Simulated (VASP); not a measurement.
Wanted: the native input for a VASP 6.6.1 run.

```
Task                   : single point
Functional             : PBE
Potentials or basis    : VASP PAW PBE potentials, release 64 (B, N)
Cutoff                 : 520 eV
k mesh                 : 10 × 10 × 10
Occupations            : gaussian, width 0.01 eV
Spin                   : no spin polarisation
Dipole correction      : no
Further INCAR settings : ALGO = Normal; EDIFF = 1e-06; NBANDS = 11
```

The structure of BN (Qingsongite) lies in POSCAR:

```
BN
1.0
    0.0000000000      1.8478950949      1.8478950949
    1.8478950949      0.0000000000      1.8478950949
    1.8478950949      1.8478950949      0.0000000000
B N
1 1
Direct
    0.0000000000      0.0000000000      0.0000000000
    0.2500000000      0.2500000000      0.2500000000
```

This cell differs from its parent crystal: volume changed by +6%.

The input as run:

INCAR

```
SYSTEM = BN
  PREC = Accurate
  ENCUT = 520
  EDIFF = 1E-6
  ISMEAR = 0
  SIGMA = 0.01
  LREAL = .False.
  LASPH = .True.
  NELM = 100
  ALGO = Normal
  ISIF = 2
  LWAVE = .False.
  LCHARG = .False.
  GGA = PE
  NBANDS = 11
```

KPOINTS

```
regular mesh
0
Gamma
  10 10 10
  0 0 0
```

Potentials or basis: VASP PAW PBE potentials, release 64 (B, N).

Launch:

```bash
$ cat potpaw_PBE.64/B/POTCAR potpaw_PBE.64/N/POTCAR > POTCAR
$ mpirun -np 1 vasp_std > vasp.out
```

Results of the run:

```yaml
Pressure: -19.4 GPa
Band_gap_on_the_k_mesh: 4.39 eV, indirect (least direct gap 8.50 eV)
```

It took 4.2 s on 1 thread of Intel Xeon 6975P-C, on a shared host, peak memory 0.12 GiB.
